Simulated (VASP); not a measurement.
Input of a VASP 6.6.1 run:

INCAR

```
  ALGO = Normal
  EDIFF = 1E-6
  ENCUT = 520
  GGA = PE
  ISIF = 2
  ISMEAR = 0
  LASPH = True
  LCHARG = True
  LELF = True
  LREAL = False
  LVHAR = True
  LWAVE = False
  NBANDS = 31
  NELM = 100
  PREC = Accurate
  SIGMA = 0.1
```

File KPOINTS:

```
k-points
0
Gamma
  4 4 6
```

The input POSCAR:

```
Si2W
1.0
    6.4298482848      0.0000000000      0.0000000000
    0.0000000000      6.6498750724      0.0000000000
    0.0000000000      0.0000000000      2.7450358543
Si W
4 2
Direct
    0.2300523023      0.7706736775      0.5000000000
    0.7300523023      0.7293263225      0.0000000000
    0.7699476977      0.2293263225      0.5000000000
    0.2699476977      0.2706736775      0.0000000000
    0.5000000000      0.5000000000      0.5000000000
    0.0000000000      0.0000000000      0.0000000000
```

Potentials or basis: VASP PAW PBE potentials, release 64 (Si, W_sv).

Run with:

```sh
$ cat potpaw_PBE.64/Si/POTCAR potpaw_PBE.64/W_sv/POTCAR > POTCAR
$ mpirun -np 1 vasp_std > vasp.out
```

(1) Predict the largest force.

(2) What does it give for the band gap on the k mesh?

(3) What does it give for the pressure?

Results:

(1) 0.008 eV/Å.

(2) zero (bands 22 and 23 overlap by 2.55 eV).

(3) 0.2 GPa.

Caveat: the k points lie up to 0.38 Å⁻¹ apart, too coarse for converged energies and pressures of a metal; spin-orbit coupling is left out, which moves the levels of the heavy elements.
